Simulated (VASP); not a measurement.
Here is a VASP 6.6.1 calculation.

File INCAR:

```
PREC     = Accurate       # precision mode
ENCUT    = 520            # plane-wave cutoff, eV
EDIFF    = 1E-6           # SCF threshold, eV
ISMEAR   = -1             # smearing method
SIGMA    = 0.1            # smearing width, eV
LREAL    = False          # projectors in reciprocal space
LASPH    = True           # aspherical terms in the spheres
NELM     = 150            # most SCF steps
ALGO     = Normal         # electronic algorithm
ISIF     = 2              # what is computed and relaxed
LWAVE    = False          # write WAVECAR
LCHARG   = True           # write CHGCAR
ISPIN    = 2              # spin polarisation
MAGMOM   = 0 0.99 -0.08 -0.08 -0.08 # initial moments
LORBIT   = 11             # projections on sites
LMAXMIX  = 4              # l up to which the mixer works
LDAU     = True           # DFT+U
LDAUTYPE = 2            
LDAUL    = -1 2 -1        # shell
LDAUU    = 0 3 0          # U, eV
LDAUJ    = 0 0 0        
LDAUPRINT= 1            
GGA      = PE             # functional
LELF     = True           # ELF
LVHAR    = True         
NBANDS   = 32             # bands
```

Contents of KPOINTS:

```
Automatic mesh
0
Gamma
  5 5 5
```

File POSCAR:

```
SrVO3
1.0
    3.8400000000      0.0000000000      0.0000000000
    0.0000000000      3.8400000000      0.0000000000
    0.0000000000      0.0000000000      3.8400000000
Sr V O
1 1 3
Direct
    0.0000000000      0.0000000000      0.0000000000
    0.5000000000      0.5000000000      0.5000000000
    0.4895430000      0.4721110000     -0.0094550000
    0.5000000000      0.0000000000      0.5000000000
    0.0000000000      0.5000000000      0.5000000000
```

Potentials or basis: VASP PAW PBE potentials, release 64 (Sr_sv, V_sv, O).

The run is started by

```console
$ cat potpaw_PBE.64/Sr_sv/POTCAR potpaw_PBE.64/V_sv/POTCAR potpaw_PBE.64/O/POTCAR > POTCAR
$ mpirun -np 1 vasp_std > vasp.out
```

Q: What does it give for the net moment?

A: 1.00 μB per cell.

Q: What does it give for the site moments?

A: Sr +0.00; V +1.09; O -0.05 μB.

Eigenvalues of the final occupation matrices:
| site | spin | trace | eigenvalues |
| --- | --- | --- | --- |
| site 2 d | 1 | 1.99 | 0.31 0.32 0.43 0.46 0.47 |
| site 2 d | 2 | 0.91 | 0.11 0.11 0.11 0.29 0.29 |

 The state reached can hang on the start; a lower one may exist.
